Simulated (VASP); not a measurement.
Input of a VASP 6.6.1 run:

Contents of INCAR:

```
SYSTEM = Sc
PREC = Accurate
ENCUT = 500
EDIFF = 1E-6
ISMEAR = -1
SIGMA = 0.05
LREAL = .False.
LASPH = .True.
NELM = 120
ALGO = Normal
ISIF = 2
LWAVE = .False.
LCHARG = .False.
GGA = PE
NBANDS = 12
GGA_COMPAT = .False.
```

Contents of KPOINTS:

```
regular mesh
0
Gamma
  17 17 17
  0 0 0
```

Contents of POSCAR:

```
Sc
1.0
   -1.5668980187      1.5668980187      1.5668980187
    1.5668980187     -1.5668980187      1.5668980187
    1.5668980187      1.5668980187     -1.5668980187
Sc
1
Direct
    0.0000000000      0.0000000000      0.0000000000
```

Potentials or basis: VASP PAW PBE potentials, release 64 (Sc_sv).

Run with:

```bash
$ cat potpaw_PBE.64/Sc_sv/POTCAR > POTCAR
$ mpirun -np 1 vasp_std > vasp.out
```

Task: Predict the pressure.

Result: 51.4 GPa.
